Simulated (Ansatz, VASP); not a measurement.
## AlN: VASP beside Ansatz

```
CELL_PARAMETERS angstrom
2.87982 0.00000 0.00000
-1.43991 2.49400 0.00000
0.00000 0.00000 5.01798
ATOMIC_POSITIONS crystal
Al 0.33333 0.66667 0.00173
Al 0.66667 0.33333 0.50173
N 0.33333 0.66667 0.38327
N 0.66667 0.33333 0.88327
```

Change from the starting cell: strain -0.080 along x and y, +0.000 along z, atoms carried along.

Alike in both runs: task single point; functional PBE; k mesh 12 × 12 × 6; occupations gaussian, width 0.05 eV; no spin polarisation.

|  | VASP | Ansatz |
| --- | --- | --- |
| version | VASP 6.6.1 | Ansatz 0.2.0 |
| potentials or method | VASP PAW PBE potentials, release 64 (Al, N), cutoff 520 eV | scalar-relativistic, plane waves, PAW |
| valence electrons in the cell | 16 | 16 |

Ansatz gave:

| Property | Result |
| --- | --- |
| gap on the k mesh at the Fermi level (eV) | 4.86 |
| least direct gap on the mesh (eV) | 5.34 |
| pressure (GPa) | 48.1 |
| traceless stress, the component that is largest in VASP (GPa) | -34.36 |
| rms of the force components (eV/Å) | 0.825 |

Task: Which values does VASP return?

Result: gap on the k mesh at the Fermi level (eV): 4.85; least direct gap on the mesh (eV): 5.35; pressure (GPa): 48.1; traceless stress, the component that is largest in VASP (GPa): -34.68; rms of the force components (eV/Å): 0.833.

Atom by atom the forces differ by 0.008 eV/Å (rms over components). Both programs put the cell under a high pressure, so it lies far from rest at this level.
